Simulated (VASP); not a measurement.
# TiAl (P4/mmm) in VASP: notebook

Runs on TiAl. Level: LDA. Tasks: single point.

Program: VASP 6.6.1. These are calculated values, not measurements. Logs are shortened: lines on timing, memory, paths and dates and some standing lists are left out, and cuts for length are marked.

### Step 1. The cell of the first run

Symmetry: P4/mmm, No. 123, tetragonal system. The conventional cell has a = 3.150 Å, b = 3.150 Å, c = 2.980 Å, α = 90.00°, β = 90.00°, γ = 90.00°. Within 3.5 Å of Ti (site symmetry 4/mmm) lie 8 Al at 2.68 Å and 6 Ti at 2.98 to 3.15 Å. Within 3.5 Å of Al (site symmetry 4/mmm) lie 8 Ti at 2.68 Å and 6 Al at 2.98 to 3.15 Å.

### Step 2. Single point, LDA (14.79 Å³/atom)

File INCAR:

```
SYSTEM = TiAl
PREC = Accurate
ENCUT = 520
EDIFF = 1E-7
ISMEAR = 0
SIGMA = 0.15
LREAL = .False.
LASPH = .True.
NELM = 60
ALGO = Fast
ISIF = 2
LWAVE = .False.
LCHARG = .True.
LELF = .True.
LVHAR = .True.
NBANDS = 14
```

File KPOINTS:

```
regular mesh
0
Gamma
  16 16 16
  0 0 0
```

File POSCAR:

```
TiAl
1.0
    3.1503930257      0.0000000000      0.0000000000
    0.0000000000      3.1503930257      0.0000000000
    0.0000000000      0.0000000000      2.9799567631
Ti Al
1 1
Direct
    0.0000000000      0.0000000000      0.0000000000
    0.5000000000      0.5000000000      0.5000000000
```

Potentials or basis: VASP PAW LDA potentials, release 64 (Ti_sv, Al).

On the command line:

```bash
> cat potpaw_LDA.64/Ti_sv/POTCAR potpaw_LDA.64/Al/POTCAR > POTCAR
> mpirun -np 1 vasp_std > vasp.out
```

OUTCAR:

```text
SYSTEM = TiAl
   PREC = Accurate
   ENCUT = 520
   EDIFF = 1E-7
   ISMEAR = 0
   LREAL = .False.
   LASPH = .True.
   NELM = 60
   ISIF = 2

 ion  position               nearest neighbor table
   1  0.000  0.000  0.000-   2 2.68   2 2.68   2 2.68   2 2.68   2 2.68   2 2.68   2 2.68   2 2.68

   2  0.500  0.500  0.500-   1 2.68   1 2.68   1 2.68   1 2.68   1 2.68   1 2.68   1 2.68   1 2.68

  LATTYP: Found a simple tetragonal cell.
 ALAT       =     3.1503930257
 C/A-ratio  =     0.9459000000

  Lattice vectors:

 A1 = (   3.1503930257,   0.0000000000,   0.0000000000)
 A2 = (   0.0000000000,   3.1503930257,   0.0000000000)
 A3 = (   0.0000000000,   0.0000000000,   2.9799567631)

Analysis of symmetry for initial positions (statically):
=====================================================================
 Subroutine PRICEL returns:
 Original cell was already a primitive cell.

 Routine SETGRP: Setting up the symmetry group for a
 simple tetragonal supercell.

 Subroutine GETGRP returns: Found 16 space group operations
 (whereof 16 operations were pure point group operations)
 out of a pool of 16 trial point group operations.

The static configuration has the point symmetry D_4h.

Analysis of symmetry for dynamics (positions and initial velocities):
=====================================================================
 Subroutine PRICEL returns:
 Original cell was already a primitive cell.

 Routine SETGRP: Setting up the symmetry group for a
 simple tetragonal supercell.

 Subroutine GETGRP returns: Found 16 space group operations
 (whereof 16 operations were pure point group operations)
 out of a pool of 16 trial point group operations.

The dynamic configuration has the point symmetry D_4h.

 Subroutine INISYM returns: Found 16 space group operations
 (whereof 16 operations are pure point group operations),
 and found     1 'primitive' translations

----------------------------------------------------------------------------------------

                                     Primitive cell

  volume of cell :      29.5760

  direct lattice vectors                    reciprocal lattice vectors
     3.150393026  0.000000000  0.000000000     0.317420713  0.000000000  0.000000000
     0.000000000  3.150393026  0.000000000     0.000000000  0.317420713  0.000000000
     0.000000000  0.000000000  2.979956763     0.000000000  0.000000000  0.335575339

  length of vectors
     3.150393026  3.150393026  2.979956763     0.317420713  0.317420713  0.335575339

  position of ions in fractional coordinates (direct lattice)
     0.000000000  0.000000000  0.000000000
     0.500000000  0.500000000  0.500000000

  ion indices of the primitive-cell ions
   primitive index   ion index
                 1           1
                 2           2

----------------------------------------------------------------------------------------

 KPOINTS: regular mesh

Automatic generation of k-mesh.
 Grid dimensions read from file:
 generate k-points for:   16   16   16

 Generating k-lattice:

  Cartesian coordinates                     Fractional coordinates (reciprocal lattice)
     0.019838795  0.000000000  0.000000000     0.062500000  0.000000000  0.000000000
     0.000000000  0.019838795  0.000000000     0.000000000  0.062500000  0.000000000
     0.000000000  0.000000000  0.020973459     0.000000000  0.000000000  0.062500000

  Length of vectors
     0.019838795  0.019838795  0.020973459

  Shift w.r.t. Gamma in fractional coordinates (k-lattice)
     0.000000000  0.000000000  0.000000000

 Subroutine IBZKPT returns following result:
 ===========================================

 Found    405 irreducible k-points:

 Following reciprocal coordinates:
            Coordinates               Weight
  0.000000  0.000000  0.000000      1.000000
  0.062500  0.000000  0.000000      4.000000
  0.125000  0.000000  0.000000      4.000000
  0.187500  0.000000  0.000000      4.000000
  0.250000  0.000000  0.000000      4.000000
  0.312500  0.000000  0.000000      4.000000
[... 16 lines left out ...]
  0.437500  0.125000  0.000000      8.000000
  0.500000  0.125000  0.000000      4.000000
 [... further k-points ...]
   k-points           NKPTS =    405   k-points in BZ     NKDIM =    405   number of bands    NBANDS=     14
   number of dos      NEDOS =    301   number of ions     NIONS =      2
   total plane-waves  NPLWV =  13824
   dimension x,y,z NGX =    24 NGY =   24 NGZ =   24
   dimension x,y,z NGXF=    48 NGYF=   48 NGZF=   48
   ions per type =               1   1
   NGX,Y,Z   is equivalent  to a cutoff of  12.66, 12.66, 13.39 a.u.
   NGXF,Y,Z  is equivalent  to a cutoff of  25.33, 25.33, 26.78 a.u.
 SYSTEM =  TiAl
   PREC   = accura    normal or accurate (medium, high low for compatibility)
   ISTART =      0    job   : 0-new  1-cont  2-samecut
   ICHARG =      2    charge: 1-file 2-atom 10-const
   ISPIN  =      1    spin polarized calculation?
   LNONCOLLINEAR =      F non collinear calculations
   LSORBIT =      F    spin-orbit coupling
   LASPH  =      T    aspherical Exc in radial PAW
   ENCUT  =  520.0 eV  38.22 Ry    6.18 a.u.   5.86  5.86  5.54*2*pi/ulx,y,z
   NELM   =     60;   NELMIN=  2; NELMDL= -5     # of ELM steps
   EDIFF  = 0.1E-06   stopping-criterion for ELM
   LREAL  =      F    real-space projection
   EDIFFG = 0.1E-05   stopping-criterion for IOM
   NSW    =      0    number of steps for IOM
   IBRION =     -1    ionic relax: 0-MD 1-quasi-New 2-CG
   NFREE  =      0    steps in history (QN), initial steepest desc. (CG)
   ISIF   =      2    stress and relaxation
   ISYM   =      2    0-nonsym 1-usesym 2-fastsym
   POTIM  = 0.5000    time-step for ionic-motion
   TEBEG  =    0.0;   TEEND  =   0.0 temperature during run
   PSTRESS=    0.0 pullay stress
   NELECT =      15.0000    total number of electrons
   NUPDOWN=      -1.0000    fix difference up-down
   EMIN   =  10.00;   EMAX   =-10.00  energy-range for DOS
   EFERMI =   0.00;   METHOD = LEGACY
   ISMEAR =     0;   SIGMA  =   0.15  broadening in eV -4-tet -1-fermi 0-gaus
   EFERMI_NEDOS =   21; number of points for ismear=-14 and -15
   IALGO  =     68    algorithm
   IMIX   =      4    mixing-type and parameters
     AMIX     =   0.40;   BMIX     =  1.00
     AMIX_MAG =   1.60;   BMIX_MAG =  1.00
  volume/ion in A,a.u.               =      14.79        99.79
  Fermi-wavevector in a.u.,A,eV,Ry     =   1.305546  2.467124 23.190447  1.704450
  Thomas-Fermi vector in A             =   2.436408
   LORBIT       =      0    0 simple, 1 ext, 2 COOP (PROOUT), +10 PAW based schemes
   GGA     = CA    functional components
   LHFCALC =     F    Hartree Fock is set to
   AEXX    =    0.0000 exact exchange contribution
   IVDW    =     0    specifies the selected vdW correction
   LEPSILON=     F    determine dielectric tensor
   LRPA    =     F    only Hartree local field effects (RPA)
 non-spin polarized calculation
 RMM-DIIS sequential band-by-band and
 Gauss-broadening in eV      SIGMA  =   0.15
  energy-cutoff  :      520.00
  volume of cell :       29.58
 maximum number of plane-waves:       824
 NGX is ok and might be reduce to    24
   NGX = 11   NGY = 11   NGZ = 11

 number of electron      14.9999993 magnetization

 Free energy of the ion-electron system (eV)
  ---------------------------------------------------
  ext. energy  EPLUGINS =         0.00000000
  ---------------------------------------------------
  free energy    TOTEN  =       -13.30531900 eV

  energy without entropy =      -13.27739602  energy(sigma->0) =      -13.29135751

 E-fermi :   9.4032     XC(G=0): -11.6798

 val. band max:        9.4008669324   @ k =   0.0000   0.0000   0.4375
 cond. band min:       9.4042488178   @ k =   0.3750   0.0625   0.2500
 fundamental gap:      0.0033818854
 Fermi energy:         9.4031916663

 k-point     1 :       0.0000    0.0000    0.0000
  band No.  band energies     occupation
      1     -46.5967      2.00000
      2     -23.2015      2.00000
      3     -23.2015      2.00000
      4     -23.1057      2.00000
      5      -0.1335      2.00000
      6       7.7287      2.00000
      7       7.8739      2.00000
      8      11.1712      0.00000
      9      11.4943      0.00000
     10      11.4943      0.00000
     11      13.7386      0.00000
     12      13.7386      0.00000
     13      15.3708      0.00000
     14      18.6746      0.00000

 k-point     2 :       0.0625    0.0000    0.0000
  band No.  band energies     occupation
      1     -46.5960      2.00000
      2     -23.2095      2.00000
      3     -23.2008      2.00000
      4     -23.1051      2.00000
      5      -0.0689      2.00000
      6       7.7076      2.00000
      7       7.8885      2.00000
      8      11.0387      0.00000
      9      11.4100      0.00000
     10      11.5016      0.00000
     11      13.5058      0.00000
     12      13.9196      0.00000
     13      15.5029      0.00000
     14      18.6264      0.00000

 k-point     3 :       0.1250    0.0000    0.0000
  band No.  band energies     occupation
      1     -46.5940      2.00000
      2     -23.2321      2.00000
      3     -23.1988      2.00000
      4     -23.1033      2.00000
      5       0.1235      2.00000
      6       7.5927      2.00000
      7       7.9565      2.00000
      8      10.7264      0.00000
      9      11.1920      0.00000
     10      11.5226      0.00000
     11      12.9993      0.00000
     12      14.3784      0.00000
     13      15.8655      0.00000
     14      18.3349      0.00000

 k-point     4 :       0.1875    0.0000    0.0000
  band No.  band energies     occupation
      1     -46.5910      2.00000
      2     -23.2657      2.00000
      3     -23.1959      2.00000
      4     -23.1006      2.00000
      5       0.4389      2.00000
      6       7.3086      2.00000
      7       8.0811      2.00000
      8      10.3602      0.00000
      9      10.9100      0.00000
     10      11.5543      0.00000
     11      12.5330      0.00000
     12      14.9929      0.00000
     13      16.3926      0.00000
     14      17.9133      0.00000

 k-point     5 :       0.2500    0.0000    0.0000
  band No.  band energies     occupation
      1     -46.5874      2.00000
      2     -23.3052      2.00000
      3     -23.1924      2.00000
      4     -23.0975      2.00000
      5       0.8694      2.00000
      6       6.8125      2.00000
      7       8.2428      2.00000
      8      10.0122      0.00000
      9      10.6232      0.00000
     10      11.5921      0.00000
     11      12.2811      0.00000
[... 276 lines left out ...]
 k-point    22 :       0.3750    0.1250    0.0000
  band No.  band energies     occupation
      1     -46.5782      2.00000
      2     -23.3731      2.00000
      3     -23.2148      2.00000
      4     -23.0892      2.00000
      5       2.2193      2.00000
      6       5.5123      2.00000
      7       8.4941      2.00000
      8       9.2549      1.83783
      9      10.2330      0.00000
     10      11.4400      0.00000
     11      12.4510      0.00000
     12      15.6383      0.00000
     13      17.4781      0.00000
     14      18.8119      0.00000

 k-point    23 :       0.4375    0.1250    0.0000
  band No.  band energies     occupation
      1     -46.5762      2.00000
      2     -23.3949      2.00000
      3     -23.2126      2.00000
      4     -23.0874      2.00000
      5       2.8562      2.00000
      6       4.7522      2.00000
      7       8.6813      2.00000
      8       9.0856      1.99725
      9      10.1146      0.00000
     10      11.4668      0.00000
     11      12.5105      0.00000
     12      15.8960      0.00000
     13      17.4871      0.00000
     14      19.5532      0.00000

 k-point    24 :       0.5000    0.1250    0.0000
  band No.  band energies     occupation
      1     -46.5755      2.00000
      2     -23.4025      2.00000
      3     -23.2118      2.00000
      4     -23.0867      2.00000
      5       3.2652      2.00000
      6       4.2989      2.00000
      7       8.7993      2.00000
      8       8.9746      1.99995
      9      10.0743      0.00000
     10      11.4763      0.00000
     11      12.5417      0.00000
     12      15.9622      0.00000
     13      17.5843      0.00000
     14      19.2276      0.00000

 [... further k-points ...]
[... 5 lines left out ...]
  --------------------------------------------------------------------------------------
  -------------------------------------------------------------------------------------
  Total        0.9225889      0.9225889      0.6036076      0.0000000      0.0000000      0.0000000
  in kB       49.9780576     49.9780576     32.6983517      0.0000000      0.0000000      0.0000000
  external PRESSURE =      44.2181557 kB  Pullay stress =       0.0000000 kB

 VOLUME and BASIS-vectors are now :
 -----------------------------------------------------------------------------
  energy-cutoff  :      520.00
  volume of cell :       29.58
      direct lattice vectors                 reciprocal lattice vectors
     3.150393026  0.000000000  0.000000000     0.317420713  0.000000000  0.000000000
     0.000000000  3.150393026  0.000000000     0.000000000  0.317420713  0.000000000
     0.000000000  0.000000000  2.979956763     0.000000000  0.000000000  0.335575339

 POSITION                                       TOTAL-FORCE (eV/Angst)
 -----------------------------------------------------------------------------------
      0.00000      0.00000      0.00000         0.000000      0.000000      0.000000
      1.57520      1.57520      1.48998         0.000000      0.000000      0.000000
 -----------------------------------------------------------------------------------
    total drift:                                0.000000      0.000000      0.000000

  FREE ENERGIE OF THE ION-ELECTRON SYSTEM (eV)
  ---------------------------------------------------
  free  energy   TOTEN  =       -13.3053190008 eV

  energy  without entropy=      -13.2773960181  energy(sigma->0) =      -13.29135751
```

It took 2.7 min on 1 thread of AMD EPYC 9R45 (Zen 5), shared host; peak memory 0.24 GiB.

What came out:

| Quantity | Value |
| --- | --- |
| Free energy | -13.3053 eV |
| Pressure | 4.4 GPa |
| Band gap on the k mesh | zero (an odd number of electrons rules out a gap without spin polarisation) |

Caveat: the cell stands under pressure.

### Step 3. Single point, LDA (14.79 Å³/atom)

File INCAR:

```
SYSTEM = TiAl
PREC     = Accurate       ! precision mode
ENCUT    = 520            ! plane-wave cutoff, eV
EDIFF    = 1E-7           ! SCF threshold, eV
ISMEAR   = 0              ! smearing method
SIGMA    = 0.15           ! smearing width, eV
LREAL    = .FALSE.        ! projectors in reciprocal space
LASPH    = .TRUE.         ! aspherical terms in the spheres
NELM     = 60             ! most SCF steps
ALGO     = Fast           ! electronic algorithm
ISIF     = 2              ! what is computed and relaxed
LWAVE    = .FALSE.        ! write WAVECAR
LCHARG   = .FALSE.        ! write CHGCAR
NBANDS   = 14             ! bands
```

File KPOINTS:

```
regular mesh
0
G
  16 16 16
  0 0 0
```

File POSCAR:

```
TiAl
1.0
    3.0357133537      0.0000000000      0.0000000000
    0.0000000000      3.0357133537      0.0000000000
    0.0000000000      0.0000000000      3.2093561575
Ti Al
1 1
Direct
    0.0000000000      0.0000000000      0.0000000000
    0.5000000000      0.5000000000      0.5000000000
```

Potentials or basis: VASP PAW LDA potentials, release 64 (Ti_sv, Al).

On the command line:

```bash
> cat potpaw_LDA.64/Ti_sv/POTCAR potpaw_LDA.64/Al/POTCAR > POTCAR
> mpirun -np 1 vasp_std > vasp.out
```

It took 2.7 min on 1 thread of AMD EPYC 9R45 (Zen 5), shared host; peak memory 0.24 GiB.

The run converged. Its results:

- Free energy: -13.3141 eV
- Pressure: 4.3 GPa
- Band gap on the k mesh: zero (an odd number of electrons rules out a gap without spin polarisation)

Stress tensor (GPa, compression positive):
```
2.70 0.00 0.00
0.00 2.70 0.00
0.00 0.00 7.65
```

Levels at points of the mesh, in eV from the Fermi level:
```tsv
k point	band 6	band 7	band 8	band 9	band 10	band 11
(0.00, 0.00, 0.00)	-1.68	-1.51	1.90	1.90	2.18	3.85
(0.50, 0.00, 0.00)	-5.29	-0.56	-0.28	0.40	2.17	3.62
(0.50, 0.50, 0.00)	-1.80	-1.80	-1.43	0.44	0.44	3.28
(0.00, 0.00, 0.50)	-5.40	-0.69	0.38	0.38	2.35	2.92
(0.50, 0.00, 0.50)	-2.25	-1.91	-1.54	0.84	0.97	2.94
(0.50, 0.50, 0.50)	-3.30	-3.30	1.12	3.00	3.09	3.33
```

Caveat: the cell stands under pressure.

### Step 4. Single point, LDA (16.62 Å³/atom)

This run uses another cell than the first one, of 16.62 Å³/atom.

File INCAR:

```
SYSTEM = TiAl
  PREC = Accurate
  ENCUT = 520
  EDIFF = 1E-6
  ISMEAR = 0
  SIGMA = 0.15
  LREAL = .False.
  LASPH = .True.
  NELM = 100
  ALGO = Fast
  ISIF = 2
  LWAVE = .False.
  LCHARG = .True.
  LELF = .True.
  LVHAR = .True.
  NBANDS = 14
```

File KPOINTS:

```
regular mesh
0
Gamma
  16 16 16
  0 0 0
```

File POSCAR:

```
TiAl
1.0
    3.1560350692      0.0000000000      0.0000000000
    0.0000000000      3.1560350692      0.0000000000
    0.0000000000      0.0000000000      3.3365602752
Ti Al
1 1
Direct
    0.0000000000      0.0000000000      0.0000000000
    0.5000000000      0.5000000000      0.5000000000
```

On the command line:

```bash
> cat potpaw_LDA.64/Ti_sv/POTCAR potpaw_LDA.64/Al/POTCAR > POTCAR
> mpirun -np 1 vasp_std > vasp.out
```

It took 95 s on 1 thread of Intel Xeon 6975P-C (Granite Rapids), shared host; peak memory 0.29 GiB.

The run converged. Its results:

| Item | Value |
| --- | --- |
| Free energy | -13.2488 eV |
| Pressure | -8.9 GPa |
| Band gap on the k mesh | zero (an odd number of electrons rules out a gap without spin polarisation) |

Stress tensor (GPa, compression positive):
```
-10.36   0.00   0.00
  0.00 -10.36   0.00
  0.00   0.00  -5.86
```

Levels at points of the mesh, in eV from the Fermi level:
| k point | band 4 | band 5 | band 6 | band 7 | band 8 | band 9 | band 10 | band 11 | band 12 | band 13 |
| --- | --- | --- | --- | --- | --- | --- | --- | --- | --- | --- |
| (0.00, 0.00, 0.00) | -32.79 | -9.02 | -1.38 | -1.25 | 1.64 | 1.64 | 1.88 | 3.35 | 4.79 | 4.79 |
| (0.50, 0.00, 0.00) | -32.77 | -5.72 | -4.95 | -0.44 | -0.26 | 0.34 | 1.86 | 3.08 | 6.54 | 8.31 |
| (0.50, 0.50, 0.00) | -32.82 | -4.65 | -1.79 | -1.79 | -1.28 | 0.42 | 0.42 | 2.81 | 4.54 | 4.87 |
| (0.00, 0.00, 0.50) | -32.78 | -6.22 | -5.07 | -0.56 | 0.32 | 0.32 | 2.02 | 2.48 | 6.68 | 9.54 |
| (0.50, 0.00, 0.50) | -32.76 | -4.99 | -2.20 | -1.90 | -1.41 | 0.76 | 0.87 | 2.52 | 4.42 | 4.46 |
| (0.50, 0.50, 0.50) | -32.92 | -2.94 | -2.94 | -2.93 | 0.43 | 2.56 | 2.81 | 2.84 | 3.02 | 3.02 |

Caveat: the cell stands under tension.

(Continued in part 2 of 2.)
